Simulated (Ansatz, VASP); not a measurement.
**Two plane-wave programs on H4Os**

```
H Os
1.0
     1.91454   -2.51055    0.00000
     1.91454    2.51055    0.00000
     0.00000    0.00000    3.04364
H Os
4 1
Cartesian
  1.9145 -0.7374 0.0000
  1.9145 0.7374 0.0000
  2.9287 0.0000 1.5218
  0.9003 0.0000 1.5218
  0.0000 0.0000 0.0000
```

Change from the starting cell: ordered vacancies on the cation sites of rutile (Cmmm, No. 65).

Alike in both runs: functional PBE; k mesh 6 × 6 × 6; occupations gaussian, width 0.1 eV; no spin polarisation.

Ansatz relaxed the structure, and its values are those at the end. VASP's run is a single point on that final structure, the one shown.

```csv
,VASP,Ansatz
version,VASP 6.6.1,Ansatz 0.2.0
potentials or method,"VASP PAW PBE potentials, release 64 (H_h, Os_sv_GW), cutoff 1230 eV","scalar-relativistic, plane waves, PAW"
valence electrons in the cell,20,20
```

|  | VASP | Ansatz | Ansatz less VASP |
| --- | --- | --- | --- |
| gap on the k mesh at the Fermi level (eV) | none | none | - |
| pressure (GPa) | 0.1 | 0.0 | -0.06 |
| rms of the force components (eV/Å) | 0.004 | 0.004 | +0.0003 |

A gap of «none» marks a metal or a gap that the smearing closes.

Neither program's run includes spin-orbit coupling.
